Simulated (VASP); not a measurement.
# Te2Mo (P6_3/mmc) in VASP: a series of runs

The runs below take Te2Mo through single point, with r2SCAN+D4, r2SCAN+rVV10.

Everything below comes from runs of VASP 6.6.1. Logs are shortened: lines on timing, memory, paths and dates and some standing lists are left out, and cuts for length are marked.

**What was measured.**

“Broadband infrared study of pressure-tunable Fano resonance and metallization transition in 2H-MoTe2”, 2022, pmc:9569381 quotes, for a bulk crystal of Te2Mo at 300 K: band gap 0.88 ± 0.05 eV (indirect).

How close the calculation comes is told below.

**1. The cell of the first run**

Symmetry: P6_3/mmc, No. 194, hexagonal system. The conventional cell has a = 3.518 Å, b = 3.518 Å, c = 13.974 Å, α = 90.00°, β = 90.00°, γ = 120.00°. Within 3.6 Å of Te (site symmetry 3m) lie 3 Mo at 2.72 Å and 6 Te at 3.52 Å. Mo (site symmetry -6m2) has 6 Te at 2.72 Å and 6 Mo at 3.52 Å within 3.6 Å.

**2. Single point, r2SCAN+D4**

POSCAR

```
Te2Mo
1.0
    3.5182000000      0.0000000000      0.0000000000
   -1.7591000000      3.0468505756      0.0000000000
    0.0000000000      0.0000000000     13.9736000000
Te Mo
4 2
Direct
    0.6666666667      0.3333333333      0.3790000000
    0.3333333333      0.6666666667      0.8790000000
    0.6666666667      0.3333333333      0.1210000000
    0.3333333333      0.6666666667      0.6210000000
    0.6666666667      0.3333333333      0.7500000000
    0.3333333333      0.6666666667      0.2500000000
```

INCAR.step1

```
SYSTEM = Te2Mo
ALGO = Normal ; EDIFF = 1E-4
ENCUT = 520 ; GGA = PE
ISMEAR = -1 ; LASPH = .True.
LCHARG = .False. ; LREAL = .False.
LWAVE = .True. ; NBANDS = 35
NELM = 100 ; PREC = Accurate
SIGMA = 0.05
```

INCAR.step2

```
SYSTEM = Te2Mo
ALGO = Normal ; EDIFF = 1E-7
ENCUT = 520 ; ISIF = 2
ISMEAR = -1 ; ISTART = 1
IVDW = 13 ; LASPH = .True.
LCHARG = .True. ; LELF = .True.
LMIXTAU = .True. ; LREAL = .False.
LVHAR = .True. ; LWAVE = .False.
METAGGA = R2SCAN ; NBANDS = 35
NELM = 100 ; PREC = Accurate
SIGMA = 0.05 ; VDW_A1 = 0.51559235
VDW_A2 = 5.77342911 ; VDW_S6 = 1.0
VDW_S8 = 0.6018749
```

KPOINTS

```
k-points
0
Gamma
  9 9 2
  0 0 0
```

Potentials or basis: VASP PAW PBE potentials, release 64 (Te, Mo_sv).

Run with:

```sh
$ cat potpaw_PBE.64/Te/POTCAR potpaw_PBE.64/Mo_sv/POTCAR > POTCAR
$ cp INCAR.step1 INCAR
$ mpirun -np 1 vasp_std > vasp.out
$ cp INCAR.step2 INCAR
$ mpirun -np 1 vasp_std > vasp.out
```

OUTCAR:

```text
SYSTEM = Te2Mo
   EDIFF = 1E-7
   ENCUT = 520
   ISIF = 2
   ISMEAR = -1
   ISTART = 1
   IVDW = 13
   LASPH = .True.
   LREAL = .False.
   METAGGA = R2SCAN
   NELM = 100
   PREC = Accurate

 ion  position               nearest neighbor table
   1  0.667  0.333  0.379-   6 2.72   6 2.72   6 2.72   3 3.61
   2  0.333  0.667  0.879-   5 2.72   5 2.72   5 2.72   4 3.61
   3  0.667  0.333  0.121-   6 2.72   6 2.72   6 2.72   1 3.61
   4  0.333  0.667  0.621-   5 2.72   5 2.72   5 2.72   2 3.61
   5  0.667  0.333  0.750-   2 2.72   4 2.72   2 2.72   4 2.72   2 2.72   4 2.72
   6  0.333  0.667  0.250-   1 2.72   3 2.72   1 2.72   3 2.72   1 2.72   3 2.72

  LATTYP: Found a hexagonal cell.
 ALAT       =     3.5182000000
 C/A-ratio  =     3.9718037633

  Lattice vectors:

 A1 = (   3.5182000000,   0.0000000000,   0.0000000000)
 A2 = (  -1.7591000000,   3.0468505756,   0.0000000000)
 A3 = (   0.0000000000,   0.0000000000,  13.9736000000)

Analysis of symmetry for initial positions (statically):
=====================================================================
 Subroutine PRICEL returns:
 Original cell was already a primitive cell.

 Routine SETGRP: Setting up the symmetry group for a
 hexagonal supercell.

 Subroutine GETGRP returns: Found 24 space group operations
 (whereof 12 operations were pure point group operations)
 out of a pool of 24 trial point group operations.

The static configuration has the point symmetry D_3d.
 The point group associated with its full space group is D_6h.

Analysis of symmetry for dynamics (positions and initial velocities):
=====================================================================
 Subroutine PRICEL returns:
 Original cell was already a primitive cell.

 Routine SETGRP: Setting up the symmetry group for a
 hexagonal supercell.

 Subroutine GETGRP returns: Found 24 space group operations
 (whereof 12 operations were pure point group operations)
 out of a pool of 24 trial point group operations.

The dynamic configuration has the point symmetry D_3d.
 The point group associated with its full space group is D_6h.

 Subroutine INISYM returns: Found 24 space group operations
 (whereof 12 operations are pure point group operations),
 and found     1 'primitive' translations

----------------------------------------------------------------------------------------

[... 100 lines left out ...]
   LREAL  =      F    real-space projection
   EDIFFG = 0.1E-05   stopping-criterion for IOM
   NSW    =      0    number of steps for IOM
   IBRION =     -1    ionic relax: 0-MD 1-quasi-New 2-CG
   NFREE  =      0    steps in history (QN), initial steepest desc. (CG)
   ISIF   =      2    stress and relaxation
   ISYM   =      2    0-nonsym 1-usesym 2-fastsym
   POTIM  = 0.5000    time-step for ionic-motion
   TEBEG  =    0.0;   TEEND  =   0.0 temperature during run
   PSTRESS=    0.0 pullay stress
   NELECT =      52.0000    total number of electrons
   NUPDOWN=      -1.0000    fix difference up-down
   EMIN   =  10.00;   EMAX   =-10.00  energy-range for DOS
   EFERMI =   0.00;   METHOD = LEGACY
   ISMEAR =    -1;   SIGMA  =   0.05  broadening in eV -4-tet -1-fermi 0-gaus
   EFERMI_NEDOS =   21; number of points for ismear=-14 and -15
   IALGO  =     38    algorithm
   IMIX   =      4    mixing-type and parameters
     AMIX     =   0.40;   BMIX     =  1.00
     AMIX_MAG =   1.60;   BMIX_MAG =  1.00
  volume/ion in A,a.u.               =      24.96       168.47
  Fermi-wavevector in a.u.,A,eV,Ry     =   1.150578  2.174277 18.011787  1.323829
  Thomas-Fermi vector in A             =   2.287241
   LORBIT       =      0    0 simple, 1 ext, 2 COOP (PROOUT), +10 PAW based schemes
   METAGGA = R2SCAN    functional components
   LHFCALC =     F    Hartree Fock is set to
   AEXX    =    0.0000 exact exchange contribution
   IVDW    =    13    specifies the selected vdW correction
   LEPSILON=     F    determine dielectric tensor
   LRPA    =     F    only Hartree local field effects (RPA)
 non-spin polarized calculation
  energy-cutoff  :      520.00
  volume of cell :      149.79
 maximum number of plane-waves:      4095
 NGX is ok and might be reduce to    28
   NGX = 13   NGY = 13   NGZ = 51

 number of electron      51.9999997 magnetization

 Free energy of the ion-electron system (eV)
  ---------------------------------------------------
  ext. energy  EPLUGINS =         0.00000000
  ---------------------------------------------------
  free energy    TOTEN  =      -155.58593763 eV

  energy without entropy =     -155.58592941  energy(sigma->0) =     -155.58593352

 E-fermi :   8.4856     XC(G=0): -11.0266

 val. band max:        8.0737010296   @ k =   0.0000   0.0000   0.0000
 cond. band min:       8.9604107140   @ k =   0.2222   0.2222   0.0000
 fundamental gap:      0.8867096844
 Fermi energy:         8.4856184383

 k-point     1 :       0.0000    0.0000    0.0000
  band No.  band energies     occupation
      1     -54.7092      2.00000
      2     -54.7092      2.00000
      3     -28.1540      2.00000
      4     -28.1540      2.00000
      5     -28.0306      2.00000
      6     -28.0306      2.00000
[... 901 lines left out ...]
     34      11.9683      0.00000
     35      13.2921      0.00000

------------------------ aborting loop because EDIFF is reached ----------------------------------------

  DFT-D4 for vdW energy calculation

  Edisp (eV):   -1.12281

  FORCE on cell =-STRESS in cart. coord.  units (eV):
  Direction    XX          YY          ZZ          XY          YZ          ZX
  --------------------------------------------------------------------------------------
  -------------------------------------------------------------------------------------
  Total       1.38678     1.38678     0.80021     0.00000     0.00000    -0.00000
  in kB      14.83335    14.83335     8.55927     0.00000     0.00000    -0.00000
  external pressure =       12.74 kB  Pullay stress =        0.00 kB

 VOLUME and BASIS-vectors are now :
 -----------------------------------------------------------------------------
  energy-cutoff  :      520.00
  volume of cell :      149.79
      direct lattice vectors                 reciprocal lattice vectors
     3.518200000  0.000000000  0.000000000     0.284236257  0.164103880  0.000000000
    -1.759100000  3.046850576  0.000000000     0.000000000  0.328207759  0.000000000
     0.000000000  0.000000000 13.973600000     0.000000000  0.000000000  0.071563520

 POSITION                                       TOTAL-FORCE (eV/Angst)
 -----------------------------------------------------------------------------------
      1.75910      1.01562      5.29599        -0.000000     -0.000000     -0.048466
     -0.00000      2.03123     12.28279         0.000000      0.000000     -0.048466
      1.75910      1.01562      1.69081        -0.000000     -0.000000      0.048466
     -0.00000      2.03123      8.67761         0.000000      0.000000      0.048466
      1.75910      1.01562     10.48020         0.000000      0.000000     -0.000000
     -0.00000      2.03123      3.49340         0.000000     -0.000000     -0.000000
 -----------------------------------------------------------------------------------
    total drift:                               -0.000000      0.000000     -0.000000

  FREE ENERGIE OF THE ION-ELECTRON SYSTEM (eV)
  ---------------------------------------------------
  free  energy   TOTEN  =      -156.7087477440 eV

  energy  without entropy=     -156.7087395291  energy(sigma->0) =     -156.70874364
```

Run time: 12 min. Hardware: 1 thread of Intel Xeon Platinum 8488C (Sapphire Rapids), shared host; peak memory 0.36 GiB.

Results:

| Quantity | Value |
| --- | --- |
| Free energy | -156.7087 eV |
| Pressure | 1.3 GPa |
| Largest force | 0.048 eV/Å |
| Band gap on the k mesh | 0.89 eV, indirect (least direct gap 1.13 eV) |
| Dispersion energy per atom | -0.187 eV |

Forces in eV/Å, atoms in the order of the input:
```
Te   0.000  0.000 -0.048
Te   0.000  0.000 -0.048
Te   0.000  0.000  0.048
Te   0.000  0.000  0.048
Mo   0.000  0.000  0.000
Mo   0.000  0.000  0.000
```

Stress tensor (GPa, compression positive):
```
1.48 0.00 0.00
0.00 1.48 0.00
0.00 0.00 0.86
```

Caveat: the PAW data sets were made with another functional, which shifts forces and pressure a little; spin-orbit coupling is left out, which moves the levels of the heavy elements.

**3. Single point, r2SCAN+D4**

This run uses another cell than the first one, of 25.46 Å³/atom, 1.020 times its volume.

POSCAR, as its differences from that of step 2:

```diff
@@ -2,5 +2,5 @@
 1.0
-    3.5182000000      0.0000000000      0.0000000000
-   -1.7591000000      3.0468505756      0.0000000000
-    0.0000000000      0.0000000000     13.9736000000
+    3.5415000168      0.0000000000      0.0000000000
+   -1.7707500084      3.0670289820      0.0000000000
+    0.0000000000      0.0000000000     14.0661430943
 Te Mo
```

INCAR.step1

```
SYSTEM = Te2Mo
PREC = Accurate
ENCUT = 520
ISMEAR = -1
SIGMA = 0.05
LREAL = .False.
LASPH = .True.
NELM = 80
NBANDS = 35
GGA = PE
ALGO = Normal
EDIFF = 1E-4
LWAVE = .True.
LCHARG = .False.
```

INCAR.step2

```
SYSTEM = Te2Mo
PREC = Accurate
ENCUT = 520
EDIFF = 1E-6
ISMEAR = -1
SIGMA = 0.05
LREAL = .False.
LASPH = .True.
NELM = 80
ALGO = Normal
ISIF = 2
LWAVE = .False.
LCHARG = .True.
METAGGA = R2SCAN
LMIXTAU = .True.
IVDW = 13
VDW_S6 = 1.0
VDW_S8 = 0.6018749
VDW_A1 = 0.51559235
VDW_A2 = 5.77342911
LELF = .True.
LVHAR = .True.
NBANDS = 35
ISTART = 1
```

KPOINTS

```
regular mesh
0
Gamma
  9 9 2
  0 0 0
```

Potentials or basis: VASP PAW PBE potentials, release 64 (Te, Mo_sv).

Run with:

```sh
$ cat potpaw_PBE.64/Te/POTCAR potpaw_PBE.64/Mo_sv/POTCAR > POTCAR
$ cp INCAR.step1 INCAR
$ mpirun -np 1 vasp_std > vasp.out
$ cp INCAR.step2 INCAR
$ mpirun -np 1 vasp_std > vasp.out
```

Run time: 9.5 min. Hardware: 1 thread of Intel Xeon Platinum 8488C (Sapphire Rapids), shared host; peak memory 0.35 GiB.

Results (log left out):

* Free energy: -156.7134 eV
* Pressure: -0.8 GPa
* Largest force: 0.317 eV/Å
* Band gap on the k mesh: 0.89 eV, indirect (least direct gap 1.10 eV)
* Dispersion energy per atom: -0.184 eV

Forces in eV/Å, atoms in the order of the input:
```
Te   0.000  0.000 -0.317
Te   0.000  0.000 -0.317
Te   0.000  0.000  0.317
Te   0.000  0.000  0.317
Mo   0.000  0.000  0.000
Mo   0.000  0.000  0.000
```

Stress tensor (GPa, compression positive):
```
-0.39  0.00  0.00
 0.00 -0.39  0.00
 0.00  0.00 -1.49
```

Levels at points of the mesh, in eV from the valence-band top:
```tsv
k point	band 22	band 23	band 24	band 25	band 26	band 27	band 28	band 29	band 30	band 31
(0.00, 0.00, 0.00)	-1.09	-1.09	-1.02	-0.43	0.00	2.95	2.95	3.08	3.08	3.17
(0.00, 0.00, 0.50)	-1.10	-1.10	-1.10	-0.10	-0.10	2.98	2.98	2.98	2.98	3.32
```

Caveat: the PAW data sets were made with another functional, which shifts forces and pressure a little; spin-orbit coupling is left out, which moves the levels of the heavy elements.

[end of part 1 of 2]
